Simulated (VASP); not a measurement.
# Mg in VASP: a series of runs, part 2 of 2

VASP 6.6.1. The steps go on from the part before.

### 4 Single point, LDA, non-collinear spin, typed start (the cell strained at random)

File INCAR:

```
SYSTEM = Mg
PREC = Accurate
ENCUT = 520
EDIFF = 1E-7
ISMEAR = 0
SIGMA = 0.05
LREAL = .False.
LASPH = .True.
NELM = 150
ALGO = Normal
ISIF = 2
LWAVE = .False.
LCHARG = .False.
LNONCOLLINEAR = .True.
MAGMOM = 0.289 0.289 0.289
LORBIT = 11
GGA = CA
NBANDS = 13
```

File KPOINTS:

```
Automatic mesh
0
Gamma
  8 8 8
  0 0 0
```

File POSCAR:

```
Mg
1.0
   -1.7583220000      1.7677290000      1.8006450000
    1.7691140000     -1.7358500000      1.7795580000
    1.7713350000      1.7488630000     -1.7687660000
Mg
1
Direct
   -0.0584700000     -0.0042390000      0.0161650000
```

Potentials or basis: VASP PAW LDA potentials, release 64 (Mg).

Command:

```bash
$ cat potpaw_LDA.64/Mg/POTCAR > POTCAR
$ mpirun -np 1 vasp_ncl > vasp.out
```

OUTCAR:

```text
SYSTEM = Mg
   PREC = Accurate
   ENCUT = 520
   EDIFF = 1E-7
   ISMEAR = 0
   LREAL = .False.
   LASPH = .True.
   NELM = 150
   ISIF = 2
   LNONCOLLINEAR = .True.
   LORBIT = 11
   GGA = CA

 ion  position               nearest neighbor table
   1  0.942  0.996  0.016-

  LATTYP: Found a triclinic cell.
 ALAT       =     3.0511909548
 B/A-ratio  =     1.6294462712
 C/A-ratio  =     1.0169648232
 COS(alpha) =     0.0005944655
 COS(beta)  =     0.3469945573
 COS(gamma) =     0.8098081531

  Lattice vectors:

 A1 = (   1.7691140000,  -1.7358500000,   1.7795580000)
 A2 = (   3.5274360000,  -3.5035790000,  -0.0210870000)
 A3 = (   1.7821270000,   1.7807420000,   1.8114370000)

Analysis of symmetry for initial positions (statically):
=====================================================================
 Subroutine PRICEL returns:
 Original cell was already a primitive cell.

 Routine SETGRP: Setting up the symmetry group for a
 triclinic supercell.

 Subroutine GETGRP returns: Found  2 space group operations
 (whereof  1 operations were pure point group operations)
 out of a pool of  2 trial point group operations.

The static configuration has the point symmetry C_1 .
 The point group associated with its full space group is S_2 .

Analysis of symmetry for dynamics (positions and initial velocities):
=====================================================================
 Subroutine PRICEL returns:
 Original cell was already a primitive cell.

 Routine SETGRP: Setting up the symmetry group for a
 triclinic supercell.

 Subroutine GETGRP returns: Found  2 space group operations
 (whereof  1 operations were pure point group operations)
 out of a pool of  2 trial point group operations.

The dynamic configuration has the point symmetry C_1 .
 The point group associated with its full space group is S_2 .

Analysis of structural, dynamic, and magnetic symmetry:
=====================================================================
 Subroutine PRICEL returns:
 Original cell was already a primitive cell.

 Routine SETGRP: Setting up the symmetry group for a
 triclinic supercell.

 Subroutine GETGRP returns: Found  2 space group operations
 (whereof  1 operations were pure point group operations)
 out of a pool of  2 trial point group operations.

The overall configuration has the point symmetry C_1 .
 The point group associated with its full space group is S_2 .

 Subroutine INISYM returns: Found  2 space group operations
 (whereof  1 operations are pure point group operations),
 and found     1 'primitive' translations

----------------------------------------------------------------------------------------

                                     Primitive cell

  volume of cell :      22.2850

  direct lattice vectors                    reciprocal lattice vectors
    -1.758322000  1.767729000  1.800645000    -0.001879768  0.281863818  0.276809653
     1.769114000 -1.735850000  1.779558000     0.281614247 -0.003566760  0.278496645
     1.771335000  1.748863000 -1.768766000     0.281418848  0.283355411 -0.003371362

  length of vectors
     3.075529953  3.051190955  3.053634333     0.395062437  0.396080405  0.399372287

  position of ions in fractional coordinates (direct lattice)
     0.941530000  0.995761000  0.016165000
[... 67 lines left out ...]
   PREC   = accura    normal or accurate (medium, high low for compatibility)
   ISTART =      0    job   : 0-new  1-cont  2-samecut
   ICHARG =      2    charge: 1-file 2-atom 10-const
   ISPIN  =      1    spin polarized calculation?
   LNONCOLLINEAR =      T non collinear calculations
   LSORBIT =      F    spin-orbit coupling
   LASPH  =      T    aspherical Exc in radial PAW
   ENCUT  =  520.0 eV  38.22 Ry    6.18 a.u.   5.72  5.67  5.68*2*pi/ulx,y,z
   NELM   =    150;   NELMIN=  2; NELMDL= -5     # of ELM steps
   EDIFF  = 0.1E-06   stopping-criterion for ELM
   LREAL  =      F    real-space projection
   EDIFFG = 0.1E-05   stopping-criterion for IOM
   NSW    =      0    number of steps for IOM
   IBRION =     -1    ionic relax: 0-MD 1-quasi-New 2-CG
   NFREE  =      0    steps in history (QN), initial steepest desc. (CG)
   ISIF   =      2    stress and relaxation
   ISYM   =      2    0-nonsym 1-usesym 2-fastsym
   POTIM  = 0.5000    time-step for ionic-motion
   TEBEG  =    0.0;   TEEND  =   0.0 temperature during run
   PSTRESS=    0.0 pullay stress
   NELECT =       2.0000    total number of electrons
   NUPDOWN=      -1.0000    fix difference up-down
   EMIN   =  10.00;   EMAX   =-10.00  energy-range for DOS
   EFERMI =   0.00;   METHOD = LEGACY
   ISMEAR =     0;   SIGMA  =   0.05  broadening in eV -4-tet -1-fermi 0-gaus
   EFERMI_NEDOS =   21; number of points for ismear=-14 and -15
   IALGO  =     38    algorithm
   IMIX   =      4    mixing-type and parameters
     AMIX     =   0.40;   BMIX     =  1.00
     AMIX_MAG =   1.60;   BMIX_MAG =  1.00
  volume/ion in A,a.u.               =      22.29       150.39
  Fermi-wavevector in a.u.,A,eV,Ry     =   0.732960  1.385094  7.309469  0.537231
  Thomas-Fermi vector in A             =   1.825552
   LORBIT       =     11    0 simple, 1 ext, 2 COOP (PROOUT), +10 PAW based schemes
   GGA     = CA    functional components
   LHFCALC =     F    Hartree Fock is set to
   AEXX    =    0.0000 exact exchange contribution
   IVDW    =     0    specifies the selected vdW correction
   LEPSILON=     F    determine dielectric tensor
   LRPA    =     F    only Hartree local field effects (RPA)
 Gauss-broadening in eV      SIGMA  =   0.05
  energy-cutoff  :      520.00
  volume of cell :       22.29
 maximum number of plane-waves:      1226
   NGX = 11   NGY = 11   NGZ = 11

 number of electron       2.0000000 magnetization       0.0002302      0.0002302      0.0002302

 number of electron       2.0000000 magnetization      -0.0003338     -0.0003338     -0.0003338

 Free energy of the ion-electron system (eV)
  ---------------------------------------------------
  ext. energy  EPLUGINS =         0.00000000
  ---------------------------------------------------
  free energy    TOTEN  =        -1.76822589 eV

  energy without entropy =       -1.76745135  energy(sigma->0) =       -1.76783862

 E-fermi :   2.5441     XC(G=0):  -8.7804

 val. band max:        2.5400393375   @ k =  -0.2500   0.2500   0.5000
 cond. band min:       2.5594370119   @ k =   0.3750   0.5000   0.3750
 fundamental gap:      0.0193976744
 Fermi energy:         2.5441154601

 k-point     1 :       0.0000    0.0000    0.0000
  band No.  band energies     occupation
      1      -4.4206      1.00000
      2      -4.4198      1.00000
      3      15.5685      0.00000
      4      15.5690      0.00000
      5      15.6984      0.00000
      6      15.6990      0.00000
      7      15.9860      0.00000
      8      15.9865      0.00000
      9      17.5670      0.00000
     10      17.5678      0.00000
     11      17.7443      0.00000
     12      17.7453      0.00000
     13      17.8598      0.00000
[... 354 lines left out ...]
  band No.  band energies     occupation
      1       2.0888      1.00000
      2       2.0895      1.00000
      3       2.6632      0.00038
      4       2.6639      0.00035
      5       5.4440      0.00000
      6       5.4448      0.00000
      7      11.1417      0.00000
      8      11.1424      0.00000
      9      16.6894      0.00000
     10      16.6902      0.00000
     11      18.6030      0.00000
     12      18.6038      0.00000
     13      19.1199      0.00000

 [... further k-points ...]
[... 5 lines left out ...]
  --------------------------------------------------------------------------------------
  -------------------------------------------------------------------------------------
  Total       -0.2003490     -0.2957060     -0.1994464     -0.0285749     -0.1022921     -0.0485736
  in kB      -14.4040473    -21.2597240    -14.3391605     -2.0543890     -7.3542691     -3.4921916
  external PRESSURE =     -16.6676439 kB  Pullay stress =       0.0000000 kB

 VOLUME and BASIS-vectors are now :
 -----------------------------------------------------------------------------
  energy-cutoff  :      520.00
  volume of cell :       22.29
      direct lattice vectors                 reciprocal lattice vectors
    -1.758322000  1.767729000  1.800645000    -0.001879768  0.281863818  0.276809653
     1.769114000 -1.735850000  1.779558000     0.281614247 -0.003566760  0.278496645
     1.771335000  1.748863000 -1.768766000     0.281418848  0.283355411 -0.003371362

 POSITION                                       TOTAL-FORCE (eV/Angst)
 -----------------------------------------------------------------------------------
      0.13474     -0.03585      3.43878         0.000000      0.000000      0.000000
 -----------------------------------------------------------------------------------
    total drift:                               -0.000014      0.000003      0.000007

  FREE ENERGIE OF THE ION-ELECTRON SYSTEM (eV)
  ---------------------------------------------------
  free  energy   TOTEN  =        -1.7682258948 eV

  energy  without entropy=       -1.7674513525  energy(sigma->0) =       -1.76783862

 total charge

# of ion       s       p       d       tot
------------------------------------------
    1        0.218   0.134   0.013   0.365

 magnetization (x)

# of ion       s       p       d       tot
------------------------------------------
    1       -0.000  -0.000  -0.000  -0.000

 magnetization (y)

# of ion       s       p       d       tot
------------------------------------------
    1       -0.000  -0.000  -0.000  -0.000

 magnetization (z)

# of ion       s       p       d       tot
------------------------------------------
    1       -0.000  -0.000  -0.000  -0.000
```

It took 41 s on 1 thread of Intel Xeon 6975P-C (Granite Rapids), shared host; peak memory 0.25 GiB.

Results:

| Quantity | Value |
| --- | --- |
| Free energy | -1.7682 eV |
| Pressure | -1.7 GPa |
| Band gap on the k mesh | zero (bands 2 and 3 overlap by 4.75 eV) |
| Net moment | 0.00 μB per cell |
| Valence electrons inside the program's atomic spheres | Mg 0.36 |

Levels at points of the mesh, in eV from the Fermi level:
| k point | band 1 | band 2 | band 3 | band 4 | band 5 | band 6 | band 7 |
| --- | --- | --- | --- | --- | --- | --- | --- |
| (0.00, 0.00, 0.00) | -6.96 | -6.96 | 13.02 | 13.02 | 13.15 | 13.15 | 13.44 |
| (0.50, 0.00, 0.00) | -1.48 | -1.48 | -0.98 | -0.98 | 8.90 | 8.90 | 9.67 |
| (0.00, 0.50, 0.00) | -1.46 | -1.46 | -0.95 | -0.94 | 8.99 | 8.99 | 9.68 |
| (0.50, 0.50, 0.00) | -1.33 | -1.33 | -0.72 | -0.72 | 8.62 | 8.62 | 9.22 |
| (0.00, 0.00, 0.50) | -1.39 | -1.39 | -0.83 | -0.83 | 8.68 | 8.68 | 9.39 |
| (0.50, 0.00, 0.50) | -1.41 | -1.41 | -0.86 | -0.86 | 8.94 | 8.94 | 9.52 |
| (0.00, 0.50, 0.50) | -1.33 | -1.33 | -0.72 | -0.72 | 8.80 | 8.80 | 9.38 |
| (0.50, 0.50, 0.50) | 3.76 | 3.76 | 4.03 | 4.03 | 4.10 | 4.10 | 4.20 |

Moments on the atoms (μB; x, y, z):
```
Mg  0.00 0.00 0.00
```

Caveat: the cell differs from its parent crystal (the cell strained at random).

### 5 Single point, PBE+D3(BJ)

This run uses another cell than the first one: it holds 2 atoms, not 1.

File INCAR:

```
SYSTEM = Mg
ALGO     = Normal         ! electronic algorithm
EDIFF    = 1E-6           ! SCF threshold, eV
ENCUT    = 600            ! plane-wave cutoff, eV
GGA      = PE             ! functional
GGA_COMPAT= .False.      
ISIF     = 2              ! what is computed and relaxed
ISMEAR   = 1              ! smearing method
IVDW     = 12             ! dispersion correction
LASPH    = .True.         ! aspherical terms in the spheres
LCHARG   = .True.         ! write CHGCAR
LELF     = .True.         ! ELF
LREAL    = .False.        ! projectors in reciprocal space
LVHAR    = .True.       
LWAVE    = .False.        ! write WAVECAR
NBANDS   = 9              ! bands
NELM     = 120            ! most SCF steps
PREC     = Accurate       ! precision mode
SIGMA    = 0.2            ! smearing width, eV
```

File KPOINTS:

```
k-points
0
Gamma
  8 8 8
  0 0 0
```

File POSCAR:

```
Mg
1.0
    3.5455289900      0.0000000000      0.0000000000
    0.0000000000      3.5455289900      0.0000000000
    0.0000000000      0.0000000000      3.5455289900
Mg
2
Direct
    0.0000000000      0.0000000000      0.0000000000
    0.5000000000      0.5000000000      0.5000000000
```

Potentials or basis: VASP PAW PBE potentials, release 64 (Mg).

Command:

```bash
$ cat potpaw_PBE.64/Mg/POTCAR > POTCAR
$ mpirun -np 1 vasp_std > vasp.out
```

Wall time 9.1 s (1 thread of AMD EPYC 7R43 (Zen 3), shared host); peak memory 0.13 GiB.

It converged, with:

```
Free energy                : -3.5330 eV
Pressure                   : -1.1 GPa
Band gap on the k mesh     : zero (bands 2 and 3 overlap by 4.85 eV)
Dispersion energy per atom : -0.292 eV
```

Levels at points of the mesh, in eV from the Fermi level:
```tsv
k point	band 1	band 2	band 3	band 4	band 5
(0.00, 0.00, 0.00)	-7.05	3.97	3.97	3.97	4.04
(0.50, 0.00, 0.00)	-4.09	-4.09	6.54	6.54	6.54
(0.50, 0.50, 0.00)	-1.51	-1.51	-0.88	-0.88	8.76
(0.50, 0.50, 0.50)	1.22	1.22	1.22	1.22	1.22
```

### 6 The runs side by side

```csv
level,potentials or basis,spin,cell,k mesh,cutoff (eV),smearing,gap on the mesh (eV),pressure (GPa)
LDA,"VASP PAW LDA potentials, release 64 (Mg)",off,"a = 3.071 Å, angles 109.5°, 1 atom, atomic positions A",11 × 11 × 11,520,gaussian 0.02 eV,none,-1.6
LDA,"VASP PAW LDA potentials, release 64 (Mg)","non-collinear, typed start","a = 3.076, b = 3.051, c = 3.054 Å, angles 109.1, 110.0, 108.5°, 1 atom, atomic positions A",8 × 8 × 8,520,gaussian 0.05 eV,none,-1.7
PBE+D3(BJ),"VASP PAW PBE potentials, release 64 (Mg)",off,"a = 3.546 Å, 2 atoms, atomic positions B",8 × 8 × 8,600,methfessel-paxton 0.2 eV,none,-1.1
```

Alike in all rows: task single point.

Absolute energies hang on the potentials; compare differences alone.
